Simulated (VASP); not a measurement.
SnO2: dielectric tensor with PBE

SnO2:

```
Sn O
1.0
     4.72319    0.00000    0.00000
     0.00000    4.72319    0.00000
     0.00000    0.00000    3.20651
Sn O
2 4
Direct
  0.00000 0.00000 0.00000
  0.50000 0.50000 0.50000
  0.30561 0.30561 0.00000
  0.19439 0.80561 0.50000
  0.69439 0.69439 0.00000
  0.80561 0.19439 0.50000
```

```yaml
Program: VASP 6.6.1
Task: dielectric tensor
Functional: PBE
Potentials_or_basis: VASP PAW PBE potentials, release 64 (Sn_d, O)
Cutoff: 520 eV
k_mesh: 6 × 6 × 6
Occupations: gaussian, width 0.01 eV
Spin: no spin polarisation
Dipole_correction: no
Further_INCAR_settings: ALGO = Normal; EDIFF = 1e-08
```

```json
{
  "Band gap on the k mesh": "1.21 eV",
  "Electronic dielectric tensor (diagonal)": "4.33, 4.33, 4.64",
  "Born charges (mean of the diagonal)": "Sn +4.22; O -2.11 e"
}
```

Levels at points of the mesh, in eV from the valence-band top:
```tsv
k point	band 23	band 24	band 25	band 26	band 27	band 28	band 29	band 30
(0.00, 0.00, 0.00)	-1.26	-0.77	-0.77	0.00	1.21	6.11	6.26	6.26
(0.50, 0.00, 0.00)	-1.21	-1.21	-0.62	-0.62	4.43	4.43	7.04	7.04
(0.50, 0.50, 0.00)	-1.34	-1.34	-0.89	-0.89	4.84	4.84	7.50	7.50
(0.00, 0.00, 0.50)	-1.67	-1.67	-1.25	-1.25	6.17	6.17	9.78	9.78
(0.50, 0.00, 0.50)	-1.10	-1.10	-0.69	-0.69	6.46	6.46	8.11	8.11
(0.50, 0.50, 0.50)	-0.95	-0.95	-0.82	-0.82	4.84	4.84	8.93	8.93
```

Electronic dielectric tensor:
```
4.33 0.00 0.00
0.00 4.33 0.00
0.00 0.00 4.64
```

Born effective charge tensors (e):
atom 1, Sn
```
4.09 0.42 0.00
0.42 4.09 0.00
0.00 0.00 4.48
```
atom 2, Sn
```
 4.09 -0.42  0.00
-0.42  4.09  0.00
 0.00  0.00  4.48
```
atom 3, O
```
-2.04 -0.70  0.00
-0.70 -2.04  0.00
 0.00  0.00 -2.24
```
atom 4, O
```
-2.04  0.70  0.00
 0.70 -2.04  0.00
 0.00  0.00 -2.24
```
atom 5, O
```
-2.04 -0.70  0.00
-0.70 -2.04  0.00
 0.00  0.00 -2.24
```
atom 6, O
```
-2.04  0.70  0.00
 0.70 -2.04  0.00
 0.00  0.00 -2.24
```

Run time: 7.2 min on 1 thread of AMD EPYC 9R45 96-Core Processor (Zen 5) (shared host), peak memory 0.46 GiB.

Caveat: spin-orbit coupling is left out, which moves the levels of the heavy elements. A hybrid or GW would open this gap; PBE tends to underestimate it.
